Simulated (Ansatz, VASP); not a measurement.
# Mg2SO in VASP and in Ansatz

```xyz
4
Lattice="1.6115 0.9304 5.5810 -1.6115 0.9304 5.5810 0.0000 -1.8608 5.5810" Properties=species:S:1:pos:R:3 pbc="T T T"
O     1.6115    0.9304    5.5810
S     0.0000    0.0000    8.3716
Mg    0.0000    0.0000    4.3873
Mg    0.0000    0.0000   12.3558
```

Change from the starting cell: epitaxial_xy strain -3.5%.

Alike in both runs: task single point; functional PBE; k mesh 10 × 10 × 10; occupations fermi-dirac, width 0.02 eV; no spin polarisation.

|  | VASP | Ansatz |
| --- | --- | --- |
| version | VASP 6.6.1 | Ansatz 0.2.0 |
| potentials or method | VASP PAW PBE potentials, release 64 (O, S, Mg) | plane waves, PAW |
| plane-wave cutoff (eV) | 520 | 420 |
| valence electrons in the cell | 16 | 32 |

VASP gave:

- pressure (GPa): 8.6
- traceless stress, the component that is largest in VASP (GPa): -5.89
- rms of the force components (eV/Å): 0.006

**Question.** Estimate Ansatz's values.

**Answer.** Pressure (GPa): 9.2; traceless stress, the component that is largest in VASP (GPa): -5.94; rms of the force components (eV/Å): 0.005.

Atom by atom the forces differ by 0.001 eV/Å (rms over components). VASP's potentials hold 16 valence electrons a cell and Ansatz's 32, so a difference there can come from the potentials and not from the codes.
